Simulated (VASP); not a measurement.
**SrLiH3: single point with PBE**

SrLiH3:

```
Li Sr H
1.0
     4.51502    0.00000    0.00000
     0.00000    4.51502    0.00000
     0.00000    0.00000    4.51502
Li Sr H
1 1 3
Cartesian
  0.0000 0.0000 0.0000
  2.2575 2.2575 2.2575
  0.0000 2.2575 2.2575
  2.2575 0.0000 2.2575
  2.2575 2.2575 0.0000
```

This cell differs from its parent crystal: strain -0.025 along x and y, -0.025 along z.

* Program: VASP 6.6.1
* Task: single point
* Functional: PBE
* Potentials or basis: VASP PAW PBE potentials, release 64 (Li_sv, Sr_sv, H)
* Cutoff: 520 eV
* k mesh: 6 × 6 × 6
* Occupations: gaussian, width 0.05 eV
* Spin: no spin polarisation

- Band gap on the k mesh: 1.70 eV (least direct gap 2.17 eV)

Levels at points of the mesh, in eV from the valence-band top:
```
           k point  band 4  band 5  band 6  band 7  band 8  band 9  band 10  band 11  band 12  band 13
(0.00, 0.00, 0.00)  -14.79  -14.79   -3.35   -1.14   -1.14    5.30     5.30     5.30     5.44     7.14
(0.50, 0.00, 0.00)  -14.79  -14.79   -2.47   -0.99   -0.94    4.01     4.65     4.65     6.21     7.35
(0.50, 0.50, 0.00)  -14.93  -14.78   -1.54   -0.47   -0.47    1.70     5.20     5.20     5.70     5.70
(0.50, 0.50, 0.50)  -14.92  -14.92    0.00    0.00    0.00    2.30     2.30     2.30     4.58     6.96
```

Wall time 35 s on 1 thread of Intel Xeon 8259CL (shared host), peak memory 0.22 GiB.

Caveat: the cell differs from its parent crystal (strain -0.025 along x and y, -0.025 along z). A k mesh can miss the band edges.
